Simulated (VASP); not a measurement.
Runs of VASP 6.6.1 on Pb. The structure is that of space group Pm-3m (No. 221), or close to it. The cells are those of the table. 

| task | cell | k mesh | cutoff (eV) | gap on the mesh (eV) | pressure (GPa) |
| --- | --- | --- | --- | --- | --- |
| single point | a = 3.145 Å, 1 atom | 11 × 11 × 11 | 520 | none | (a) |
| single point | a = 3.266 Å, 1 atom | 11 × 11 × 11 | 520 | none | -3.9 |
| single point | a = 3.187 Å, 1 atom | 11 × 11 × 11 | 520 | none | -1.5 |
| relaxation of cell and atoms | relaxed from a = 3.200 Å, 1 atom | 10 × 10 × 10 | 600 | none | 0.0 |
| single point | a = 3.145 Å, 1 atom | 16 × 16 × 16 | 520 | none | 0.2 |

Alike in all rows: level LDA; potentials or basis VASP PAW LDA potentials, release 64 (Pb_d); no spin polarisation; smearing fermi-dirac 0.1 eV.

Fill in the values left out.

(a) 0.3.

Caveats: spin-orbit coupling is left out, which moves the levels of the heavy elements.

A k mesh can miss the band edges, and the runs leave out spin-orbit coupling on Pb.

A gap of «none» marks levels without a gap at the run's occupations.
